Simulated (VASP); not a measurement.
TiC, 16 atoms in the cell. The typed cell holds 16 atoms: a = 6.121 Å, b = 6.121 Å, c = 6.121 Å, α = 60.00°, β = 60.00°, γ = 60.00°.  This cell differs from its parent crystal: dynamics (nve) at 200 K, volume x 1.0, from the last frame before.

```yaml
Program: VASP 6.6.1
Task: single point
Functional: PBEsol
Potentials_or_basis: VASP PAW PBE potentials, release 64 (Ti_sv, C)
Cutoff: 520 eV
k_mesh: 2 × 2 × 2, shifted
Occupations: fermi-dirac, width 0.05 eV
Spin: no spin polarisation
Dipole_correction: no
Further_INCAR_settings: LREAL = Auto; ALGO = Normal; EDIFF = 1e-06; NBANDS = 78
```

Potentials or basis: VASP PAW PBE potentials, release 64 (Ti_sv, C).

The run is started by

```sh
$ cat potpaw_PBE.64/Ti_sv/POTCAR potpaw_PBE.64/C/POTCAR > POTCAR
$ mpirun -np 1 vasp_std > vasp.out
```

Hardware: 1 thread of Intel Xeon 8259CL, with other jobs on the host.

Task: Estimate the wall time of this run.

Result: Run time: 15 min on 1 thread of Intel Xeon 8259CL, with other jobs on the host, peak memory 0.38 GiB. Counts: scf iterations 17, k points 16.
